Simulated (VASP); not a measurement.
Set up this calculation in VASP 6.6.1, as the native input.

```yaml
Task: single point
Functional: PBEsol
Potentials_or_basis: VASP PAW PBE potentials, release 64 (Hf_pv)
Cutoff: 520 eV
k_mesh: 10 × 7 × 1
Occupations: fermi-dirac, width 0.05 eV
Spin: no spin polarisation
Dipole_correction: yes
Further_INCAR_settings: ALGO = Normal; EDIFF = 1e-06; NBANDS = 39
```

The structure of Hf lies in POSCAR:

```
Hf
1.0
    3.1588656729      0.0000000000      0.0000000000
    0.0000000000      4.9986711415      0.0000000000
    0.0000000000      0.0000000000     22.3832000000
Hf
6
Direct
    0.7500000000      0.7500000000      0.3623767524
    0.2500000000      0.2500000000      0.4013869577
    0.2500000000      0.7500000000      0.4781961931
    0.7500000000      0.2500000000      0.5218038067
    0.7500000000      0.7500000000      0.5986130559
    0.2500000000      0.2500000000      0.6376232342
```

These files were run (other wordings do the same):

INCAR

```
PREC = Accurate
ENCUT = 520
EDIFF = 1E-6
ISMEAR = -1
SIGMA = 0.05
LREAL = F
LASPH = T
NELM = 60
ALGO = Normal
ISIF = 2
LWAVE = F
LCHARG = T
LDIPOL = T
IDIPOL = 3
DIPOL = 0.5 0.5 0.500
GGA = PS
LELF = T
LVHAR = T
LVACPOTAV = T
NBANDS = 39
```

KPOINTS

```
regular mesh
0
Gamma
  10 7 1
```

Potentials or basis: VASP PAW PBE potentials, release 64 (Hf_pv).

Command:

```console
$ cat potpaw_PBE.64/Hf_pv/POTCAR > POTCAR
$ mpirun -np 1 vasp_std > vasp.out
```

It gave:

```yaml
Largest_force: 0.035 eV/Å
Band_gap_on_the_k_mesh: zero (band 30 reaches -0.17 eV, above the bottom of band 31 at -0.68 eV)
```

Caveat: the PAW data sets were made with another functional, which shifts forces and pressure a little; spin-orbit coupling is left out, which moves the levels of the heavy elements.

It took 11 min on 1 thread of Intel Xeon 6975P-C (shared host), peak memory 0.54 GiB.
